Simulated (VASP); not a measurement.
Write the native input for VASP 6.6.1 that does the following.

- Task: single point
- Functional: PBE
- Potentials or basis: VASP PAW PBE potentials, release 64 (Ba_sv)
- Cutoff: 520 eV
- k mesh: 8 × 8 × 2
- Occupations: fermi-dirac, width 0.08 eV
- Spin: no spin polarisation
- Dipole correction: no
- Further INCAR settings: ALGO = Normal; EDIFF = 1e-06; NBANDS = 28

The structure of Ba lies in POSCAR:

```
Ba
1.0
    3.3084586035      0.0000000000      0.0000000000
   -1.6542293018      2.8652091980      0.0000000000
    0.0000000000      0.0000000000     10.8018260822
Ba
4
Direct
    0.0000000000      0.0000000000      0.0000000000
    0.0000000000      0.0000000000      0.5000000000
    0.3333333333      0.6666666667      0.2500000000
    0.6666666667      0.3333333333      0.7500000000
```

This cell differs from its parent crystal: volume scaled by 0.4.

These files were run (other wordings do the same):

INCAR

```
ALGO = Normal ; EDIFF = 1E-6
ENCUT = 520 ; GGA = PE
ISIF = 2 ; ISMEAR = -1
LASPH = T ; LCHARG = F
LREAL = F ; LWAVE = F
NBANDS = 28 ; NELM = 60
PREC = Accurate ; SIGMA = 0.08
```

KPOINTS

```
k-points
0
Gamma
  8 8 2
```

Potentials or basis: VASP PAW PBE potentials, release 64 (Ba_sv).

Command:

```bash
$ cat potpaw_PBE.64/Ba_sv/POTCAR > POTCAR
$ mpirun -np 1 vasp_std > vasp.out
```

It gave:

```
Pressure               : 29.0 GPa
Band gap on the k mesh : zero (band 20 reaches 7.01 eV, above the bottom of band 21 at 5.47 eV)
```

Caveat: spin-orbit coupling is left out, which moves the levels of the heavy elements.

Run time: 92 s on 1 thread of AMD EPYC 7R13, with other jobs on the host, peak memory 0.21 GiB.
